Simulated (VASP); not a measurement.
HfO2: single point with PBEsol+D3(BJ)+U

The system is HfO2.

```
CELL_PARAMETERS angstrom
0.00000 2.54034 2.54034
2.54034 0.00000 2.54034
2.54034 2.54034 0.00000
ATOMIC_POSITIONS crystal
Hf 0.00000 0.00000 0.00000
O 0.75000 0.75000 0.75000
O 0.25000 0.25000 0.25000
```

```
Program             : VASP 6.6.1
Task                : single point
Functional          : PBEsol
Dispersion          : D3(BJ)
Potentials or basis : VASP PAW PBE potentials, release 64 (Hf_pv, O)
Cutoff              : 520 eV
k mesh              : 9 × 9 × 9
Occupations         : tetrahedron
Spin                : no spin polarisation
Hubbard terms       : Hf d U = 6.5 eV
```

```yaml
Pressure: 6.3 GPa
Band_gap_on_the_k_mesh: 4.54 eV, indirect (least direct gap 4.67 eV)
Dispersion_energy_per_atom: -0.225 eV
```

Levels at points of the mesh, in eV from the valence-band top:
| k point | band 9 | band 10 | band 11 | band 12 | band 13 | band 14 |
| --- | --- | --- | --- | --- | --- | --- |
| (0.00, 0.00, 0.00) | -0.60 | -0.60 | -0.60 | 5.32 | 5.36 | 5.36 |

Eigenvalues of the final occupation matrices:
```csv
site,spin,trace,eigenvalues
site 1 d,1,0.59,0.05 0.05 0.16 0.16 0.16
site 1 d,2,0.59,0.05 0.05 0.16 0.16 0.16
```

Run time: 19 s on 1 thread of Intel Xeon 6975P-C, on a shared host, peak memory 0.18 GiB.

Caveat: the PAW data sets were made with another functional, which shifts forces and pressure a little; spin-orbit coupling is left out, which moves the levels of the heavy elements. A k mesh can miss the band edges.
